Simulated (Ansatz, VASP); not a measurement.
## TiSi2: VASP beside Ansatz

```
Ti Si
1.0
    -1.50517    1.73822    4.27530
     1.50517   -1.73822    4.27530
     1.50517    1.73822   -4.27530
Ti Si
1 2
Direct
  0.00000 0.00000 0.00000
  0.32139 0.32139 0.00000
  0.67861 0.67861 0.00000
```

Alike in both runs: task single point; functional PBEsol; k mesh 18 × 18 × 18; occupations gaussian, width 0.15 eV; no spin polarisation.

|  | VASP | Ansatz |
| --- | --- | --- |
| version | VASP 6.6.1 | Ansatz 0.2.0 |
| potentials or method | VASP PAW PBE potentials, release 64 (Ti_sv, Si), cutoff 520 eV | scalar-relativistic, plane waves, PAW |
| valence electrons in the cell | 20 | 20 |

|  | VASP | Ansatz | Ansatz less VASP |
| --- | --- | --- | --- |
| gap on the k mesh at the Fermi level (eV) | none | none | - |
| pressure (GPa) | -9.4 | -9.5 | -0.13 |
| traceless stress, the component that is largest in VASP (GPa) | -1.98 | -1.99 | -0.003 |
| rms of the force components (eV/Å) | 0.280 | 0.280 | -0.0004 |

VASP's potentials were made for PBE, not for PBEsol, and Ansatz warns of the same on its side. Atom by atom the forces differ by 0.000 eV/Å (rms over components). A gap of «none» marks a metal or a gap that the smearing closes. With one functional, cell and mesh, what is left measures potentials, basis and numerics.
